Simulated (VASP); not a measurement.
Write the native input for VASP 6.6.1 that does the following.

```
Task                   : relaxation of cell and atoms
Functional             : PBE
Potentials or basis    : VASP PAW PBE potentials, release 64 (Pb_d)
Cutoff                 : 600 eV
k mesh                 : 10 × 10 × 10
Occupations            : gaussian, width 0.1 eV
Spin                   : no spin polarisation
Dipole correction      : no
Further INCAR settings : ALGO = Normal; EDIFF = 1e-07; IBRION = 2; EDIFFG = -0.01; NSW = 100; ISIF = 3
```

The structure of Pb lies in POSCAR:

```
Pb
1.0
    4.7669982302      0.0000000000      0.0000000000
    0.0000000000      4.7669982302      0.0000000000
    0.0000000000      0.0000000000      4.7669982302
Pb
3
Direct
    0.5000000000      0.0000000000      0.0000000000
    0.0000000000      0.5000000000      0.0000000000
    0.0000000000      0.0000000000      0.5000000000
```

These files were run (other wordings do the same):

INCAR

```
SYSTEM = Pb
PREC = Accurate
ENCUT = 600
EDIFF = 1E-7
ISMEAR = 0
SIGMA = 0.1
LREAL = .FALSE.
LASPH = .TRUE.
NELM = 100
ALGO = Normal
ISIF = 3
LWAVE = .FALSE.
LCHARG = .FALSE.
GGA = PE
IBRION = 2
NSW = 100
EDIFFG = -0.01
```

KPOINTS

```
Automatic mesh
0
G
  10 10 10
  0 0 0
```

Potentials or basis: VASP PAW PBE potentials, release 64 (Pb_d).

Launch:

```console
$ cat potpaw_PBE.64/Pb_d/POTCAR > POTCAR
$ mpirun -np 1 vasp_std > vasp.out
```

Results of the run:

- Relaxed volume: 36.40 Å³/atom
- Relaxed cell: a = 4.780 Å, b = 4.780 Å, c = 4.780 Å, α = 90.00°, β = 90.00°, γ = 90.00°
- Space group after relaxing (to 0.05 Å): Pm-3m (No. 221)
- Energy gained by relaxing: 0.3 meV/atom
- Ionic steps: 3
- Pressure after relaxing: 0.0 GPa
- Band gap on the k mesh: zero (band 21 reaches 6.13 eV, above the bottom of band 22 at 2.72 eV)

Caveat: spin-orbit coupling is left out, which moves the levels of the heavy elements.

It took 2.1 min on 1 thread of Intel(R) Xeon(R) 6975P-C (Granite Rapids), with other jobs on the host, peak memory 0.33 GiB.
